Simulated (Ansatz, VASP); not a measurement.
# Mg in VASP and in Ansatz

Contents of POSCAR:

```
Mg
1.0
   -1.7727644967      1.7727644967      1.7727644967
    1.7727644967     -1.7727644967      1.7727644967
    1.7727644967      1.7727644967     -1.7727644967
Mg
1
Direct
    0.0000000000      0.0000000000      0.0000000000
```

Contents of INCAR.step1:

```
ALGO = Normal ; EDIFF = 1E-4
ENCUT = 600 ; GGA = PE
ISMEAR = 0 ; LASPH = True
LCHARG = False ; LREAL = False
LWAVE = True ; NELM = 100
PREC = Accurate ; SIGMA = 0.1
```

Contents of INCAR.step2:

```
ALGO = Normal ; EDIFF = 1E-7
EDIFFG = -0.005 ; ENCUT = 600
IBRION = 2 ; ISIF = 3
ISMEAR = 0 ; ISTART = 1
LASPH = True ; LCHARG = False
LMIXTAU = True ; LREAL = False
LWAVE = False ; METAGGA = R2SCAN
NELM = 100 ; NSW = 100
PREC = Accurate ; SIGMA = 0.1
```

The input KPOINTS:

```
k-points
0
Gamma
  16 16 16
```

Input for Ansatz:

```yaml
crystal:
  lattice:
    - [-1.7727644967, 1.7727644967, 1.7727644967]
    - [1.7727644967, -1.7727644967, 1.7727644967]
    - [1.7727644967, 1.7727644967, -1.7727644967]
  atoms:
    - { symbol: Mg, position: [0.0, 0.0, 0.0] }
basis:
  ecutwfc: 500
kpoints:
  mp_grid: { grid: [16, 16, 16] }
hamiltonian:
  xc: r2scan
scf:
  occupations: { method: gaussian, width: 0.1 }
output:
  forces: true
  stress: true
  eigenvalues: true
  write_density: true
  write_potential: true
  elf: true
  volumetric_format: npy
relax:
  adjacent_minimum: "off"
  f_tol: 0.005
  max_steps: 80
  cell: { stress_tol: 0.05 }
```

Alike in both runs: task relaxation of cell and atoms; functional r2SCAN; k mesh 16 × 16 × 16; occupations gaussian, width 0.1 eV; no spin polarisation.

|  | VASP | Ansatz |
| --- | --- | --- |
| version | VASP 6.6.1 | Ansatz 0.2.0 |
| potentials or method | VASP PAW PBE potentials, release 64 (Mg), cutoff 600 eV | scalar-relativistic, plane waves, PAW |
| valence electrons in the cell | 2 | 10 |

```tsv
	VASP	Ansatz	Ansatz less VASP
gap on the k mesh at the Fermi level, each at its own relaxed structure (eV)	none	none	-
relaxed volume (Å³/atom)	22.34	22.51	+0.170
relaxed cell length with the largest relative difference (Å)	3.073	3.081	+0.0078
```

VASP's potentials were made for PBE, not for r2SCAN. A gap of «none» marks a metal or a gap that the smearing closes. VASP's potentials hold 2 valence electrons a cell and Ansatz's 10, so a difference there can come from the potentials and not from the codes.
